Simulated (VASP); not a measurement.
Here is a VASP 6.6.1 calculation.

INCAR

```
SYSTEM = PbO
PREC = Accurate
ENCUT = 520
EDIFF = 1E-6
ISMEAR = 0
SIGMA = 0.05
LREAL = .FALSE.
LASPH = .TRUE.
NELM = 100
ALGO = Normal
ISIF = 2
LWAVE = .FALSE.
LCHARG = .TRUE.
GGA = PE
LELF = .TRUE.
LVHAR = .TRUE.
NBANDS = 28
```

File KPOINTS:

```
regular mesh
0
G
  8 8 6
  0 0 0
```

Contents of POSCAR:

```
PbO
1.0
    3.9147840000      0.0000000000      0.0000000000
    0.0000000000      3.9147840000      0.0000000000
    0.0000000000      0.0000000000      4.8713400000
Pb O
2 2
Direct
    0.0000000000      0.5000000000      0.2351000000
    0.5000000000      0.0000000000      0.7649000000
    0.0000000000      0.0000000000      0.0000000000
    0.5000000000      0.5000000000      0.0000000000
```

Potentials or basis: VASP PAW PBE potentials, release 64 (Pb_d, O).

Launch:

```sh
$ cat potpaw_PBE.64/Pb_d/POTCAR potpaw_PBE.64/O/POTCAR > POTCAR
$ mpirun -np 1 vasp_std > vasp.out
```

Problem. Estimate the pressure.

Solution. 11.2 GPa.

Problem. What does it give for the largest force?

Solution. 1.472 eV/Å.

Stress tensor (GPa, compression positive):
```
11.79  0.00  0.00
 0.00 11.79  0.00
 0.00  0.00 10.17
```

Caveat: the cell differs from its parent crystal (strain -0.015 along x and y, -0.030 along z); the cell stands under pressure; forces of over 1 eV/Å act on the atoms, so gaps and moduli don't describe the material at rest.
